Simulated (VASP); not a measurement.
# TiAl3 (Pm-3m) in VASP: a series of runs

The runs below take TiAl3 through single point, relaxation of cell and atoms, with PBE.

Everything below comes from runs of VASP 6.6.1. Logs are shortened: lines on timing, memory, paths and dates and some standing lists are left out, and cuts for length are marked.

### Step 1. The cell of the first run

The structure is cubic, space group Pm-3m (No. 221). The conventional cell has a = 3.980 Å, b = 3.980 Å, c = 3.980 Å, α = 90.00°, β = 90.00°, γ = 90.00°. Ti (site symmetry m-3m) has 12 Al at 2.81 Å within 3.7 Å. Al (site symmetry 4/mmm) has 4 Ti at 2.81 Å and 8 Al at 2.81 Å within 3.7 Å.

### Step 2. Single point, PBE

INCAR

```
SYSTEM = TiAl3
  PREC = Accurate
  ENCUT = 520
  EDIFF = 1E-6
  ISMEAR = 0
  SIGMA = 0.1
  LREAL = .FALSE.
  LASPH = .TRUE.
  NELM = 60
  ALGO = Normal
  ISIF = 2
  LWAVE = .FALSE.
  LCHARG = .FALSE.
  GGA = PE
  NBANDS = 18
```

KPOINTS

```
regular mesh
0
G
  12 12 12
  0 0 0
```

POSCAR

```
TiAl3
1.0
    3.9799891754      0.0000000000      0.0000000000
    0.0000000000      3.9799891754      0.0000000000
    0.0000000000      0.0000000000      3.9799891754
Ti Al
1 3
Direct
    0.0000000000      0.0000000000      0.0000000000
    0.5000000000      0.5000000000      0.0000000000
    0.5000000000      0.0000000000      0.5000000000
    0.0000000000      0.5000000000      0.5000000000
```

Potentials or basis: VASP PAW PBE potentials, release 64 (Ti_sv, Al).

Launch:

```console
> cat potpaw_PBE.64/Ti_sv/POTCAR potpaw_PBE.64/Al/POTCAR > POTCAR
> mpirun -np 1 vasp_std > vasp.out
```

OUTCAR:

```text
SYSTEM = TiAl3
   PREC = Accurate
   ENCUT = 520
   EDIFF = 1E-6
   ISMEAR = 0
   LREAL = .FALSE.
   LASPH = .TRUE.
   NELM = 60
   ISIF = 2
   GGA = PE

 ion  position               nearest neighbor table
   1  0.000  0.000  0.000-   2 2.81   3 2.81   4 2.81   3 2.81   4 2.81   2 2.81   4 2.81   4 2.81
                             2 2.81   3 2.81   3 2.81   2 2.81
   2  0.500  0.500  0.000-   1 2.81   3 2.81   4 2.81   3 2.81   4 2.81   1 2.81   3 2.81   3 2.81
                             1 2.81   4 2.81   4 2.81   1 2.81
   3  0.500  0.000  0.500-   1 2.81   2 2.81   4 2.81   1 2.81   2 2.81   2 2.81   4 2.81   2 2.81
                             1 2.81   4 2.81   1 2.81   4 2.81
   4  0.000  0.500  0.500-   1 2.81   2 2.81   3 2.81   1 2.81   2 2.81   1 2.81   3 2.81   1 2.81
                             2 2.81   3 2.81   2 2.81   3 2.81

  LATTYP: Found a simple cubic cell.
 ALAT       =     3.9799891754

  Lattice vectors:

 A1 = (   3.9799891754,   0.0000000000,   0.0000000000)
 A2 = (   0.0000000000,   3.9799891754,   0.0000000000)
 A3 = (   0.0000000000,   0.0000000000,   3.9799891754)

Analysis of symmetry for initial positions (statically):
=====================================================================
 Subroutine PRICEL returns:
 Original cell was already a primitive cell.

 Routine SETGRP: Setting up the symmetry group for a
 simple cubic supercell.

 Subroutine GETGRP returns: Found 48 space group operations
 (whereof 48 operations were pure point group operations)
 out of a pool of 48 trial point group operations.

The static configuration has the point symmetry O_h .

Analysis of symmetry for dynamics (positions and initial velocities):
=====================================================================
 Subroutine PRICEL returns:
 Original cell was already a primitive cell.

 Routine SETGRP: Setting up the symmetry group for a
 simple cubic supercell.

 Subroutine GETGRP returns: Found 48 space group operations
 (whereof 48 operations were pure point group operations)
 out of a pool of 48 trial point group operations.

The dynamic configuration has the point symmetry O_h .

 Subroutine INISYM returns: Found 48 space group operations
 (whereof 48 operations are pure point group operations),
 and found     1 'primitive' translations

----------------------------------------------------------------------------------------

                                     Primitive cell

  volume of cell :      63.0443

  direct lattice vectors                    reciprocal lattice vectors
     3.979989175  0.000000000  0.000000000     0.251256965  0.000000000  0.000000000
     0.000000000  3.979989175  0.000000000     0.000000000  0.251256965  0.000000000
     0.000000000  0.000000000  3.979989175     0.000000000  0.000000000  0.251256965

  length of vectors
     3.979989175  3.979989175  3.979989175     0.251256965  0.251256965  0.251256965

  position of ions in fractional coordinates (direct lattice)
     0.000000000  0.000000000  0.000000000
     0.500000000  0.500000000  0.000000000
     0.500000000  0.000000000  0.500000000
     0.000000000  0.500000000  0.500000000

  ion indices of the primitive-cell ions
   primitive index   ion index
                 1           1
                 2           2
                 3           3
                 4           4

----------------------------------------------------------------------------------------

 KPOINTS: regular mesh

Automatic generation of k-mesh.
 Grid dimensions read from file:
 generate k-points for:   12   12   12

 Generating k-lattice:

  Cartesian coordinates                     Fractional coordinates (reciprocal lattice)
     0.020938080  0.000000000  0.000000000     0.083333333  0.000000000  0.000000000
     0.000000000  0.020938080  0.000000000     0.000000000  0.083333333  0.000000000
     0.000000000  0.000000000  0.020938080     0.000000000  0.000000000  0.083333333

  Length of vectors
     0.020938080  0.020938080  0.020938080

  Shift w.r.t. Gamma in fractional coordinates (k-lattice)
     0.000000000  0.000000000  0.000000000

 Subroutine IBZKPT returns following result:
 ===========================================

 Found     84 irreducible k-points:

 Following reciprocal coordinates:
            Coordinates               Weight
  0.000000  0.000000  0.000000      1.000000
  0.083333  0.000000  0.000000      6.000000
  0.166667  0.000000  0.000000      6.000000
  0.250000  0.000000  0.000000      6.000000
  0.333333  0.000000  0.000000      6.000000
  0.416667  0.000000  0.000000      6.000000
[... 16 lines left out ...]
  0.333333  0.333333  0.000000     12.000000
  0.416667  0.333333  0.000000     24.000000
 [... further k-points ...]
   k-points           NKPTS =     84   k-points in BZ     NKDIM =     84   number of bands    NBANDS=     18
   number of dos      NEDOS =    301   number of ions     NIONS =      4
   total plane-waves  NPLWV =  27000
   dimension x,y,z NGX =    30 NGY =   30 NGZ =   30
   dimension x,y,z NGXF=    60 NGYF=   60 NGZF=   60
   ions per type =               1   3
   NGX,Y,Z   is equivalent  to a cutoff of  12.53, 12.53, 12.53 a.u.
   NGXF,Y,Z  is equivalent  to a cutoff of  25.06, 25.06, 25.06 a.u.
 SYSTEM =  TiAl3
   PREC   = accura    normal or accurate (medium, high low for compatibility)
   ISTART =      0    job   : 0-new  1-cont  2-samecut
   ICHARG =      2    charge: 1-file 2-atom 10-const
   ISPIN  =      1    spin polarized calculation?
   LNONCOLLINEAR =      F non collinear calculations
   LSORBIT =      F    spin-orbit coupling
   LASPH  =      T    aspherical Exc in radial PAW
   ENCUT  =  520.0 eV  38.22 Ry    6.18 a.u.   7.40  7.40  7.40*2*pi/ulx,y,z
   NELM   =     60;   NELMIN=  2; NELMDL= -5     # of ELM steps
   EDIFF  = 0.1E-05   stopping-criterion for ELM
   LREAL  =      F    real-space projection
   EDIFFG = 0.1E-04   stopping-criterion for IOM
   NSW    =      0    number of steps for IOM
   IBRION =     -1    ionic relax: 0-MD 1-quasi-New 2-CG
   NFREE  =      0    steps in history (QN), initial steepest desc. (CG)
   ISIF   =      2    stress and relaxation
   ISYM   =      2    0-nonsym 1-usesym 2-fastsym
   POTIM  = 0.5000    time-step for ionic-motion
   TEBEG  =    0.0;   TEEND  =   0.0 temperature during run
   PSTRESS=    0.0 pullay stress
   NELECT =      21.0000    total number of electrons
   NUPDOWN=      -1.0000    fix difference up-down
   EMIN   =  10.00;   EMAX   =-10.00  energy-range for DOS
   EFERMI =   0.00;   METHOD = LEGACY
   ISMEAR =     0;   SIGMA  =   0.10  broadening in eV -4-tet -1-fermi 0-gaus
   EFERMI_NEDOS =   21; number of points for ismear=-14 and -15
   IALGO  =     38    algorithm
   IMIX   =      4    mixing-type and parameters
     AMIX     =   0.40;   BMIX     =  1.00
     AMIX_MAG =   1.60;   BMIX_MAG =  1.00
  volume/ion in A,a.u.               =      15.76       106.36
  Fermi-wavevector in a.u.,A,eV,Ry     =   1.134835  2.144527 17.522268  1.287850
  Thomas-Fermi vector in A             =   2.271539
   LORBIT       =      0    0 simple, 1 ext, 2 COOP (PROOUT), +10 PAW based schemes
   GGA     = PE    functional components
   LHFCALC =     F    Hartree Fock is set to
   AEXX    =    0.0000 exact exchange contribution
   IVDW    =     0    specifies the selected vdW correction
   LEPSILON=     F    determine dielectric tensor
   LRPA    =     F    only Hartree local field effects (RPA)
 non-spin polarized calculation
 Gauss-broadening in eV      SIGMA  =   0.10
  energy-cutoff  :      520.00
  volume of cell :       63.04
 maximum number of plane-waves:      1743
 NGX is ok and might be reduce to    30
   NGX = 15   NGY = 15   NGZ = 15

 number of electron      20.9999998 magnetization

 Free energy of the ion-electron system (eV)
  ---------------------------------------------------
  ext. energy  EPLUGINS =         0.00000000
  ---------------------------------------------------
  free energy    TOTEN  =       -20.55232071 eV

  energy without entropy =      -20.53838554  energy(sigma->0) =      -20.54535313

 E-fermi :   8.9395     XC(G=0): -10.7564

 val. band max:        8.9384165411   @ k =   0.2500   0.1667   0.0000
 cond. band min:       8.9506342235   @ k =   0.1667   0.1667   0.0833
 fundamental gap:      0.0122176824
 Fermi energy:         8.9394736163

 k-point     1 :       0.0000    0.0000    0.0000
  band No.  band energies     occupation
      1     -48.0705      2.00000
      2     -24.3699      2.00000
      3     -24.3699      2.00000
      4     -24.3699      2.00000
      5      -1.8020      2.00000
      6       5.8654      2.00000
[... 10 lines left out ...]
     17      14.5338      0.00000
     18      14.5338      0.00000

 k-point     2 :       0.0833    0.0000    0.0000
  band No.  band energies     occupation
      1     -48.0704      2.00000
      2     -24.3712      2.00000
      3     -24.3698      2.00000
      4     -24.3698      2.00000
      5      -1.7354      2.00000
      6       5.2962      2.00000
[... 10 lines left out ...]
     17      14.4476      0.00000
     18      14.4477      0.00000

 k-point     3 :       0.1667    0.0000    0.0000
  band No.  band energies     occupation
      1     -48.0703      2.00000
      2     -24.3745      2.00000
      3     -24.3696      2.00000
      4     -24.3696      2.00000
      5      -1.5367      2.00000
      6       4.3278      2.00000
[... 10 lines left out ...]
     17      14.0213      0.00000
     18      14.0213      0.00000

 k-point     4 :       0.2500    0.0000    0.0000
  band No.  band energies     occupation
      1     -48.0701      2.00000
      2     -24.3791      2.00000
      3     -24.3693      2.00000
      4     -24.3693      2.00000
      5      -1.2098      2.00000
      6       3.3153      2.00000
[... 375 lines left out ...]
      4     -24.3679      2.00000
      5       0.6596      2.00000
      6       1.5789      2.00000
[... 10 lines left out ...]
     17      13.6790      0.00000
     18      14.2035      0.00000

 k-point    23 :       0.3333    0.3333    0.0000
  band No.  band energies     occupation
      1     -48.0694      2.00000
      2     -24.3824      2.00000
      3     -24.3820      2.00000
      4     -24.3679      2.00000
      5       0.2078      2.00000
      6       3.2192      2.00000
[... 10 lines left out ...]
     17      13.1774      0.00000
     18      14.2798      0.00000

 k-point    24 :       0.4167    0.3333    0.0000
  band No.  band energies     occupation
      1     -48.0693      2.00000
      2     -24.3854      2.00000
      3     -24.3818      2.00000
      4     -24.3677      2.00000
      5       0.6954      2.00000
      6       2.4409      2.00000
[... 10 lines left out ...]
     17      13.0718      0.00000
     18      14.3831      0.00000

 [... further k-points ...]
[... 5 lines left out ...]
  --------------------------------------------------------------------------------------
  -------------------------------------------------------------------------------------
  Total       -0.0535023     -0.0535023     -0.0535023     -0.0000000     -0.0000000      0.0000000
  in kB       -1.3596809     -1.3596809     -1.3596809     -0.0000000     -0.0000000      0.0000000
  external PRESSURE =      -1.3596809 kB  Pullay stress =       0.0000000 kB

 VOLUME and BASIS-vectors are now :
 -----------------------------------------------------------------------------
  energy-cutoff  :      520.00
  volume of cell :       63.04
      direct lattice vectors                 reciprocal lattice vectors
     3.979989175  0.000000000  0.000000000     0.251256965  0.000000000  0.000000000
     0.000000000  3.979989175  0.000000000     0.000000000  0.251256965  0.000000000
     0.000000000  0.000000000  3.979989175     0.000000000  0.000000000  0.251256965

 POSITION                                       TOTAL-FORCE (eV/Angst)
 -----------------------------------------------------------------------------------
      0.00000      0.00000      0.00000         0.000000      0.000000      0.000000
      1.98999      1.98999      0.00000         0.000000      0.000000      0.000000
      1.98999      0.00000      1.98999         0.000000      0.000000      0.000000
      0.00000      1.98999      1.98999         0.000000      0.000000      0.000000
 -----------------------------------------------------------------------------------
    total drift:                               -0.000000     -0.000000      0.000000

  FREE ENERGIE OF THE ION-ELECTRON SYSTEM (eV)
  ---------------------------------------------------
  free  energy   TOTEN  =       -20.5523207133 eV

  energy  without entropy=      -20.5383855449  energy(sigma->0) =      -20.54535313
```

It took 36 s on 1 thread of AMD EPYC 9R45 (Zen 5), shared host; peak memory 0.2 GiB.

What came out:

```
Free energy            : -20.5523 eV
Pressure               : -0.1 GPa
Band gap on the k mesh : zero (an odd number of electrons rules out a gap without spin polarisation)
```

Levels at points of the mesh, in eV from the Fermi level:
| k point | band 8 | band 9 | band 10 | band 11 | band 12 | band 13 |
| --- | --- | --- | --- | --- | --- | --- |
| (0.00, 0.00, 0.00) | -2.18 | -2.18 | -2.18 | 0.14 | 0.14 | 0.14 |
| (0.50, 0.00, 0.00) | -2.25 | -2.15 | 0.38 | 0.70 | 0.70 | 0.93 |
| (0.50, 0.50, 0.00) | -5.00 | -1.26 | -1.26 | 0.60 | 0.86 | 1.07 |
| (0.50, 0.50, 0.50) | -4.94 | -3.50 | -3.50 | -3.50 | 0.17 | 1.18 |

### Step 3. Relaxation of cell and atoms, PBE

This run uses another cell than the first one, of 15.47 Å³/atom.

INCAR

```
PREC = Accurate ; ENCUT = 600
EDIFF = 1E-7 ; ISMEAR = 0
SIGMA = 0.1 ; LREAL = False
LASPH = True ; NELM = 60
ALGO = Normal ; ISIF = 3
LWAVE = False ; LCHARG = False
GGA = PE ; IBRION = 2
NSW = 100 ; EDIFFG = -0.01
```

KPOINTS

```
Automatic mesh
0
Gamma
  12 12 12
```

POSCAR

```
TiAl3
1.0
    3.9556712500      0.0000000000      0.0000000000
    0.0000000000      3.9556712500      0.0000000000
    0.0000000000      0.0000000000      3.9556712500
Ti Al
1 3
Direct
    0.0000000000      0.0000000000      0.0000000000
    0.5000000000      0.5000000000      0.0000000000
    0.5000000000      0.0000000000      0.5000000000
    0.0000000000      0.5000000000      0.5000000000
```

Potentials or basis: VASP PAW PBE potentials, release 64 (Ti_sv, Al).

Launch:

```console
> cat potpaw_PBE.64/Ti_sv/POTCAR potpaw_PBE.64/Al/POTCAR > POTCAR
> mpirun -np 1 vasp_std > vasp.out
```

Run time: 84 s. Hardware: 1 thread of AMD EPYC 9R45 (Zen 5), shared host; peak memory 0.22 GiB.

Results (log left out):

* Free energy: -20.5526 eV
* Relaxed volume: 15.76 Å³/atom
* Relaxed cell: a = 3.980 Å, b = 3.980 Å, c = 3.980 Å, α = 90.00°, β = 90.00°, γ = 90.00°
* Space group after relaxing (to 0.1 Å): Pm-3m (No. 221)
* Energy gained by relaxing: 1.7 meV/atom
* Ionic steps: 3
* Pressure after relaxing: 0.0 GPa
* Band gap on the k mesh: zero (an odd number of electrons rules out a gap without spin polarisation)

Step by step:
| step | energy change (eV) | largest force (eV/Å) | pressure (GPa) | volume (Å³) |
| --- | --- | --- | --- | --- |
| 1 | 0.0000 | 0.0000 | 2.00 | 61.90 |
| 2 | -0.0050 | 0.0000 | -1.01 | 63.64 |
| 3 | -0.0070 | 0.0000 | 0.00 | 63.03 |

Final structure:
```
CELL_PARAMETERS angstrom
3.97965 0.00000 0.00000
0.00000 3.97965 0.00000
0.00000 0.00000 3.97965
ATOMIC_POSITIONS crystal
Ti 0.00000 0.00000 0.00000
Al 0.50000 0.50000 0.00000
Al 0.50000 0.00000 0.50000
Al 0.00000 0.50000 0.50000
```

Levels at points of the mesh, in eV from the Fermi level:
```tsv
k point	band 6	band 7	band 8	band 9	band 10	band 11	band 12	band 13	band 14
(0.00, 0.00, 0.00)	-3.07	-3.07	-2.18	-2.18	-2.18	0.14	0.14	0.14	0.72
(0.50, 0.00, 0.00)	-7.95	-2.25	-2.25	-2.15	0.38	0.70	0.70	0.93	1.01
(0.50, 0.50, 0.00)	-6.12	-6.12	-5.00	-1.26	-1.26	0.60	0.86	1.07	1.12
(0.50, 0.50, 0.50)	-5.14	-5.14	-4.94	-3.50	-3.50	-3.50	0.17	1.18	1.18
```
